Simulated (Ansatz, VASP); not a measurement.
One calculation of Ge, two programs

```
Ge
1.0
    -3.97286    3.97286    3.97286
     3.97286   -3.97286    3.97286
     3.97286    3.97286   -3.97286
Ge
8
Cartesian
  1.2694 1.2694 1.2694
  2.7035 2.7035 -2.7035
  2.7035 -2.7035 2.7035
  -2.7035 2.7035 2.7035
  2.7035 2.7035 2.7035
  1.2694 1.2694 -1.2694
  1.2694 -1.2694 1.2694
  -1.2694 1.2694 1.2694
```

Alike in both runs: functional PBE; k mesh 4 × 4 × 4; occupations gaussian, width 0.1 eV; no spin polarisation.

Ansatz relaxed the structure, and its values are those at the end. VASP's run is a single point on that final structure, the one shown.

```csv
,VASP,Ansatz
version,VASP 6.6.1,Ansatz 0.2.0
potentials or method,"VASP PAW PBE potentials, release 64 (Ge_d), cutoff 520 eV","scalar-relativistic, plane waves, PAW"
valence electrons in the cell,112,112
```

VASP gave:

```
gap on the k mesh at the Fermi level (eV) : none
pressure (GPa)                            : -0.1
rms of the force components (eV/Å)        : 0.008
```

Question: What did Ansatz give for the same quantities?

Answer: gap on the k mesh at the Fermi level (eV): none; pressure (GPa): 0.0; rms of the force components (eV/Å): 0.007.

A gap of «none» marks a metal or a gap that the smearing closes. The functional is the same, so the differences come from potentials, cutoffs and numerics.
